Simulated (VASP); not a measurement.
# SnO2 (R-3m) in VASP: a series of runs

Runs on SnO2. Level: PBEsol. Tasks: single point.

Program: VASP 6.6.1. These are calculated values, not measurements. Logs are shortened: lines on timing, memory, paths and dates and some standing lists are left out, and cuts for length are marked.

## (1) The cell of the first run

The structure is trigonal, space group R-3m (No. 166). Conventional cell: a = 3.267 Å, b = 3.267 Å, c = 13.462 Å, α = 90.00°, β = 90.00°, γ = 120.00°. Within 2.9 Å of Sn (site symmetry -3m) lie 6 O at 2.18 Å. O (site symmetry 3m) has 3 Sn at 2.18 Å and 6 O at 2.89 to 2.98 Å within 3.0 Å.

## (2) Single point, PBEsol (atoms shifted along a free coordinate)

Contents of INCAR:

```
PREC = Accurate
ENCUT = 520
EDIFF = 1E-6
ISMEAR = 0
SIGMA = 0.05
LREAL = F
LASPH = T
NELM = 100
ALGO = Normal
ISIF = 2
LWAVE = F
LCHARG = F
GGA = PS
NBANDS = 20
```

Contents of KPOINTS:

```
regular mesh
0
Gamma
  12 12 12
```

Contents of POSCAR:

```
SnO2
1.0
    1.6334330255      0.9430629970      4.4873826809
   -1.6334330255      0.9430629970      4.4873826809
    0.0000000000     -1.8861259940      4.4873826809
Sn O
1 2
Direct
    0.5000000000      0.5000000000      0.5000000000
    0.2477865012      0.2477865012      0.2477865012
    0.7522134988      0.7522134988      0.7522134988
```

Potentials or basis: VASP PAW PBE potentials, release 64 (Sn_d, O).

Launch:

```bash
$ cat potpaw_PBE.64/Sn_d/POTCAR potpaw_PBE.64/O/POTCAR > POTCAR
$ mpirun -np 1 vasp_std > vasp.out
```

OUTCAR:

```text
PREC = Accurate
   ENCUT = 520
   EDIFF = 1E-6
   ISMEAR = 0
   LREAL = F
   LASPH = T
   NELM = 100
   ISIF = 2
   GGA = PS

 ion  position               nearest neighbor table
   1  0.500  0.500  0.500-   2 2.18   2 2.18   3 2.18   3 2.18   2 2.18   3 2.18
   2  0.248  0.248  0.248-   1 2.18   1 2.18   1 2.18
   3  0.752  0.752  0.752-   1 2.18   1 2.18   1 2.18

  LATTYP: Found a trigonal (rhomboedric) cell.
 ALAT       =     4.8676559646
 COS(alpha) =     0.7747872837

  Lattice vectors:

 A1 = (   1.6334330255,   0.9430629970,   4.4873826809)
 A2 = (  -1.6334330255,   0.9430629970,   4.4873826809)
 A3 = (   0.0000000000,  -1.8861259940,   4.4873826809)

Analysis of symmetry for initial positions (statically):
=====================================================================
 Subroutine PRICEL returns:
 Original cell was already a primitive cell.

 Routine SETGRP: Setting up the symmetry group for a
 trigonal (rhombohedral) supercell.

 Subroutine GETGRP returns: Found 12 space group operations
 (whereof 12 operations were pure point group operations)
 out of a pool of 12 trial point group operations.

The static configuration has the point symmetry D_3d.

Analysis of symmetry for dynamics (positions and initial velocities):
=====================================================================
 Subroutine PRICEL returns:
 Original cell was already a primitive cell.

 Routine SETGRP: Setting up the symmetry group for a
 trigonal (rhombohedral) supercell.

 Subroutine GETGRP returns: Found 12 space group operations
 (whereof 12 operations were pure point group operations)
 out of a pool of 12 trial point group operations.

The dynamic configuration has the point symmetry D_3d.

 Subroutine INISYM returns: Found 12 space group operations
 (whereof 12 operations are pure point group operations),
 and found     1 'primitive' translations

----------------------------------------------------------------------------------------

                                     Primitive cell

  volume of cell :      41.4750

  direct lattice vectors                    reciprocal lattice vectors
     1.633433026  0.943062997  4.487382681     0.306103766  0.176729091  0.074282351
    -1.633433026  0.943062997  4.487382681    -0.306103766  0.176729091  0.074282351
     0.000000000 -1.886125994  4.487382681     0.000000000 -0.353458183  0.074282351

  length of vectors
     4.867655965  4.867655965  4.867655965     0.361179394  0.361179394  0.361179394

  position of ions in fractional coordinates (direct lattice)
     0.500000000  0.500000000  0.500000000
     0.247786501  0.247786501  0.247786501
     0.752213499  0.752213499  0.752213499

  ion indices of the primitive-cell ions
   primitive index   ion index
                 1           1
                 2           2
                 3           3

----------------------------------------------------------------------------------------

 KPOINTS: regular mesh

Automatic generation of k-mesh.
 Grid dimensions read from file:
 generate k-points for:   12   12   12

 Generating k-lattice:

  Cartesian coordinates                     Fractional coordinates (reciprocal lattice)
     0.025508647  0.014727424  0.006190196     0.083333333 -0.000000000  0.000000000
    -0.025508647  0.014727424  0.006190196    -0.000000000  0.083333333  0.000000000
     0.000000000 -0.029454849  0.006190196     0.000000000  0.000000000  0.083333333

  Length of vectors
     0.030098283  0.030098283  0.030098283

  Shift w.r.t. Gamma in fractional coordinates (k-lattice)
     0.000000000  0.000000000  0.000000000

 Subroutine IBZKPT returns following result:
 ===========================================

 Found    189 irreducible k-points:

 Following reciprocal coordinates:
            Coordinates               Weight
  0.000000  0.000000  0.000000      1.000000
  0.083333 -0.000000  0.000000      6.000000
  0.166667  0.000000  0.000000      6.000000
  0.250000  0.000000  0.000000      6.000000
  0.333333 -0.000000  0.000000      6.000000
  0.416667  0.000000 -0.000000      6.000000
[... 16 lines left out ...]
  0.500000  0.166667  0.000000     12.000000
 -0.416667  0.166667  0.000000     12.000000
 [... further k-points ...]
   k-points           NKPTS =    189   k-points in BZ     NKDIM =    189   number of bands    NBANDS=     20
   number of dos      NEDOS =    301   number of ions     NIONS =      3
   total plane-waves  NPLWV =  46656
   dimension x,y,z NGX =    36 NGY =   36 NGZ =   36
   dimension x,y,z NGXF=    72 NGYF=   72 NGZF=   72
   ions per type =               1   2
   NGX,Y,Z   is equivalent  to a cutoff of  12.30, 12.30, 12.30 a.u.
   NGXF,Y,Z  is equivalent  to a cutoff of  24.59, 24.59, 24.59 a.u.
 SYSTEM =  unknown system
   PREC   = accura    normal or accurate (medium, high low for compatibility)
   ISTART =      0    job   : 0-new  1-cont  2-samecut
   ICHARG =      2    charge: 1-file 2-atom 10-const
   ISPIN  =      1    spin polarized calculation?
   LNONCOLLINEAR =      F non collinear calculations
   LSORBIT =      F    spin-orbit coupling
   LASPH  =      T    aspherical Exc in radial PAW
   ENCUT  =  520.0 eV  38.22 Ry    6.18 a.u.   9.05  9.05  9.05*2*pi/ulx,y,z
   NELM   =    100;   NELMIN=  2; NELMDL= -5     # of ELM steps
   EDIFF  = 0.1E-05   stopping-criterion for ELM
   LREAL  =      F    real-space projection
   EDIFFG = 0.1E-04   stopping-criterion for IOM
   NSW    =      0    number of steps for IOM
   IBRION =     -1    ionic relax: 0-MD 1-quasi-New 2-CG
   NFREE  =      0    steps in history (QN), initial steepest desc. (CG)
   ISIF   =      2    stress and relaxation
   ISYM   =      2    0-nonsym 1-usesym 2-fastsym
   POTIM  = 0.5000    time-step for ionic-motion
   TEBEG  =    0.0;   TEEND  =   0.0 temperature during run
   PSTRESS=    0.0 pullay stress
   NELECT =      26.0000    total number of electrons
   NUPDOWN=      -1.0000    fix difference up-down
   EMIN   =  10.00;   EMAX   =-10.00  energy-range for DOS
   EFERMI =   0.00;   METHOD = LEGACY
   ISMEAR =     0;   SIGMA  =   0.05  broadening in eV -4-tet -1-fermi 0-gaus
   EFERMI_NEDOS =   21; number of points for ismear=-14 and -15
   IALGO  =     38    algorithm
   IMIX   =      4    mixing-type and parameters
     AMIX     =   0.40;   BMIX     =  1.00
     AMIX_MAG =   1.60;   BMIX_MAG =  1.00
  volume/ion in A,a.u.               =      13.82        93.30
  Fermi-wavevector in a.u.,A,eV,Ry     =   1.401104  2.647703 26.709507  1.963093
  Thomas-Fermi vector in A             =   2.523999
   LORBIT       =      0    0 simple, 1 ext, 2 COOP (PROOUT), +10 PAW based schemes
   GGA     = PS    functional components
   LHFCALC =     F    Hartree Fock is set to
   AEXX    =    0.0000 exact exchange contribution
   IVDW    =     0    specifies the selected vdW correction
   LEPSILON=     F    determine dielectric tensor
   LRPA    =     F    only Hartree local field effects (RPA)
 non-spin polarized calculation
 Gauss-broadening in eV      SIGMA  =   0.05
  energy-cutoff  :      520.00
  volume of cell :       41.47
 maximum number of plane-waves:      1133
   NGX = 19   NGY = 19   NGZ = 19

 number of electron      26.0000005 magnetization

 Free energy of the ion-electron system (eV)
  ---------------------------------------------------
  ext. energy  EPLUGINS =         0.00000000
  ---------------------------------------------------
  free energy    TOTEN  =       -19.11352476 eV

  energy without entropy =      -19.11352476  energy(sigma->0) =      -19.11352476

 E-fermi :   4.3011     XC(G=0): -10.6985

 val. band max:        4.0594061738   @ k =   0.0000   0.0000   0.0000
 cond. band min:       5.1631533716   @ k =   0.0000   0.0000   0.0000
 fundamental gap:      1.1037471978
 Fermi energy:         4.3010897018

 k-point     1 :       0.0000    0.0000    0.0000
  band No.  band energies     occupation
      1     -16.0802      2.00000
      2     -15.9790      2.00000
      3     -15.9790      2.00000
      4     -15.8323      2.00000
      5     -15.8323      2.00000
      6     -13.8647      2.00000
[... 12 lines left out ...]
     19      20.2405      0.00000
     20      20.2405      0.00000

 k-point     2 :       0.0833   -0.0000    0.0000
  band No.  band energies     occupation
      1     -16.0654      2.00000
      2     -16.0133      2.00000
      3     -15.9655      2.00000
      4     -15.8476      2.00000
      5     -15.8334      2.00000
      6     -13.8093      2.00000
[... 12 lines left out ...]
     19      18.9380      0.00000
     20      20.3035      0.00000

 k-point     3 :       0.1667    0.0000    0.0000
  band No.  band energies     occupation
      1     -16.1409      2.00000
      2     -16.0038      2.00000
      3     -15.9315      2.00000
      4     -15.8725      2.00000
      5     -15.8334      2.00000
      6     -13.6402      2.00000
[... 12 lines left out ...]
     19      17.6902      0.00000
     20      20.5380      0.00000

 k-point     4 :       0.2500    0.0000    0.0000
  band No.  band energies     occupation
      1     -16.2955      2.00000
      2     -15.9563      2.00000
      3     -15.9008      2.00000
      4     -15.8813      2.00000
      5     -15.8170      2.00000
      6     -13.3631      2.00000
[... 12 lines left out ...]
     19      16.9962      0.00000
     20      20.7155      0.00000

 k-point     5 :       0.3333   -0.0000    0.0000
  band No.  band energies     occupation
      1     -16.4418      2.00000
      2     -15.9508      2.00000
      3     -15.8940      2.00000
      4     -15.8488      2.00000
      5     -15.7758      2.00000
      6     -13.0207      2.00000
[... 12 lines left out ...]
     19      16.8803      0.00000
     20      19.5199      0.00000
[... 353 lines left out ...]
      6     -13.1534      2.00000
[... 12 lines left out ...]
     19      17.3302      0.00000
     20      19.2484      0.00000

 k-point    22 :       0.4167    0.1667    0.0000
  band No.  band energies     occupation
      1     -16.3986      2.00000
      2     -16.0205      2.00000
      3     -15.9114      2.00000
      4     -15.8690      2.00000
      5     -15.7689      2.00000
      6     -12.7769      2.00000
[... 12 lines left out ...]
     19      17.7019      0.00000
     20      18.4717      0.00000

 k-point    23 :       0.5000    0.1667    0.0000
  band No.  band energies     occupation
      1     -16.4654      2.00000
      2     -16.0254      2.00000
      3     -15.9252      2.00000
      4     -15.8344      2.00000
      5     -15.7672      2.00000
      6     -12.4266      2.00000
[... 12 lines left out ...]
     19      17.5317      0.00000
     20      18.5065      0.00000

 k-point    24 :      -0.4167    0.1667    0.0000
  band No.  band energies     occupation
      1     -16.4888      2.00000
      2     -16.0275      2.00000
      3     -15.9307      2.00000
      4     -15.8069      2.00000
      5     -15.7806      2.00000
      6     -12.2913      2.00000
[... 12 lines left out ...]
     19      17.1195      0.00000
     20      18.7452      0.00000

 [... further k-points ...]

------------------------ aborting loop because EDIFF is reached ----------------------------------------

  FORCE on cell =-STRESS in cart. coord.  units (eV):
  Direction    XX          YY          ZZ          XY          YZ          ZX
  --------------------------------------------------------------------------------------
  -------------------------------------------------------------------------------------
  Total       -3.2796963     -3.2796963     -3.2340075      0.0000000      0.0000000     -0.0000000
  in kB     -126.6945160   -126.6945160   -124.9295593      0.0000000      0.0000000     -0.0000000
  external PRESSURE =    -126.1061971 kB  Pullay stress =       0.0000000 kB

 VOLUME and BASIS-vectors are now :
 -----------------------------------------------------------------------------
  energy-cutoff  :      520.00
  volume of cell :       41.47
      direct lattice vectors                 reciprocal lattice vectors
     1.633433026  0.943062997  4.487382681     0.306103766  0.176729091  0.074282351
    -1.633433026  0.943062997  4.487382681    -0.306103766  0.176729091  0.074282351
     0.000000000 -1.886125994  4.487382681     0.000000000 -0.353458183  0.074282351

 POSITION                                       TOTAL-FORCE (eV/Angst)
 -----------------------------------------------------------------------------------
      0.00000      0.00000      6.73107         0.000000      0.000000     -0.000000
      0.00000      0.00000      3.33574         0.000000      0.000000     -1.509362
      0.00000      0.00000     10.12641         0.000000     -0.000000      1.509362
 -----------------------------------------------------------------------------------
    total drift:                                0.000000     -0.000000      0.000000

  FREE ENERGIE OF THE ION-ELECTRON SYSTEM (eV)
  ---------------------------------------------------
  free  energy   TOTEN  =       -19.1135247555 eV

  energy  without entropy=      -19.1135247555  energy(sigma->0) =      -19.11352476
```

It took 85 s on 1 thread of Intel Xeon 6975P-C (Granite Rapids), shared host; peak memory 0.3 GiB.

Results:

* Free energy: -19.1135 eV
* Pressure: -12.6 GPa
* Largest force: 1.509 eV/Å
* Band gap on the k mesh: 1.10 eV

Forces in eV/Å, atoms in the order of the input:
```
Sn   0.000  0.000  0.000
O    0.000  0.000 -1.509
O    0.000  0.000  1.509
```

Levels at points of the mesh, in eV from the valence-band top:
```
           k point  band 10  band 11  band 12  band 13  band 14  band 15  band 16  band 17
(0.00, 0.00, 0.00)    -1.31    -1.10    -1.10     0.00     1.10     5.01    10.14    10.14
(0.50, 0.00, 0.00)    -2.76    -2.02    -1.08    -1.00     4.43     7.02     9.37    11.24
(0.50, 0.50, 0.00)    -3.03    -1.28    -0.63    -0.11     3.95     5.97     9.93    10.56
(0.50, 0.50, 0.50)    -1.50    -1.50    -0.94    -0.94     3.00     5.10    10.47    10.47
```

Caveat: the cell differs from its parent crystal (atoms shifted along a free coordinate); the cell stands under tension; the PAW data sets were made with another functional, which shifts forces and pressure a little; spin-orbit coupling is left out, which moves the levels of the heavy elements. A k mesh can miss the band edges.

(Continued in part 2 of 3.)
